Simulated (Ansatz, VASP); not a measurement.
# Al in VASP and in Ansatz

```
Al
1.0
     2.35086    0.00000    0.00000
    -1.17543    2.03591    0.00000
     0.00000    0.00000    3.82738
Al
2
Direct
  0.33333 0.66667 0.25000
  0.66667 0.33333 0.75000
```

Change from the starting cell: volume scaled by 0.55, LAPW.

Alike in both runs: task single point; functional PBE; k mesh 15 × 15 × 8; occupations fermi-dirac, width 0.08 eV; no spin polarisation.

|  | VASP | Ansatz |
| --- | --- | --- |
| version | VASP 6.6.1 | Ansatz 0.2.0 |
| potentials or method | VASP PAW PBE potentials, release 64 (Al), cutoff 520 eV | all-electron LAPW, scalar-relativistic |

Ansatz gave:

| Quantity | Value |
| --- | --- |
| pressure (GPa) | 155.4 |
| traceless stress, the component that is largest in VASP (GPa) | -0.21 |

Question: What did VASP give for the same quantities?

Answer: Pressure (GPa): 156.7; traceless stress, the component that is largest in VASP (GPa): -0.30.

Both programs put the cell under a high pressure, so it lies far from rest at this level. Ansatz ran all-electron here, and VASP with PAW potentials.

Noted on VASP's run: the cell as given lies far from equilibrium.
